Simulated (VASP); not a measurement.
The system is ZnSe.

```
Zn Se
1.0
     4.10770    0.00000    0.00000
     0.00000    4.10770    0.00000
     0.00000    0.00000    6.07035
Zn Se
2 2
Direct
  0.00000 0.00000 0.00000
  0.50000 0.50000 0.00000
  0.00000 0.50000 0.24628
  0.50000 0.00000 0.75372
```

```yaml
Program: VASP 6.6.1
Task: relaxation of cell and atoms
Functional: BLYP
Dispersion: D3(BJ)
Potentials_or_basis: VASP PAW PBE potentials, release 64 (Zn, Se)
Cutoff: 600 eV
k_mesh: 6 × 6 × 4
Occupations: gaussian, width 0.01 eV
Spin: no spin polarisation
```

At the start: pressure -1.4 GPa; volume 25.61 Å³/atom.

Question: Where does the relaxation end?

Answer: Over 28 steps the energy falls by 64.1 meV/atom and the volume is 21.16 Å³/atom (-17.4 %); space group P4/nmm (No. 129, to 0.1 Å) before and after.

The path:
```tsv
step	energy change (eV)	largest force (eV/Å)	pressure (GPa)	volume (Å³)
1	0.0000	0.2747	-1.37	102.43
2	-0.0270	0.4929	-0.20	99.22
3	-0.0354	0.7495	1.26	95.79
4	-0.0481	0.7245	1.29	95.07
5	-0.0831	0.6510	1.44	92.92
6	-0.1353	0.4882	1.89	88.69
7	-0.1288	0.0775	3.96	80.55
8	-0.1520	0.3695	2.75	84.99
9	-0.1992	0.1303	0.04	86.83
10	-0.2011	0.2465	-0.58	87.30
11	-0.2207	0.1712	-0.56	87.15
12	-0.2462	0.0229	-0.48	86.75
13	-0.2426	0.2085	-0.24	85.60
14	-0.2526	0.0986	-0.37	86.27
15	-0.2526	0.0865	-0.36	86.33
16	-0.2545	0.1105	0.12	85.53
17	-0.2547	0.1151	0.07	85.40
18	-0.2548	0.1232	0.21	85.15
19	-0.2561	0.0500	0.08	85.02
20	-0.2564	0.0183	-0.08	84.90
21	-0.2564	0.0057	-0.07	84.92
22	-0.2564	0.0085	-0.06	84.92
23	-0.2565	0.0069	-0.05	84.80
24	-0.2565	0.0010	0.17	84.45
25	-0.2566	0.0032	0.10	84.61
26	-0.2566	0.0039	-0.02	84.67
27	-0.2566	0.0044	0.10	84.63
28	-0.2566	0.0038	0.02	84.65
```

Final structure:
```
Zn Se
1.0
     4.12631    0.00000    0.00000
     0.00000    4.12631    0.00000
     0.00000    0.00000    4.97158
Zn Se
2 2
Direct
  0.00000 0.00000 0.00000
  0.50000 0.50000 0.00000
  0.00000 0.50000 0.29504
  0.50000 0.00000 0.70496
```

Caveat: the volume moved by over 15 % at a fixed basis, so the end points are rough; the PAW data sets were made with another functional, which shifts forces and pressure a little.
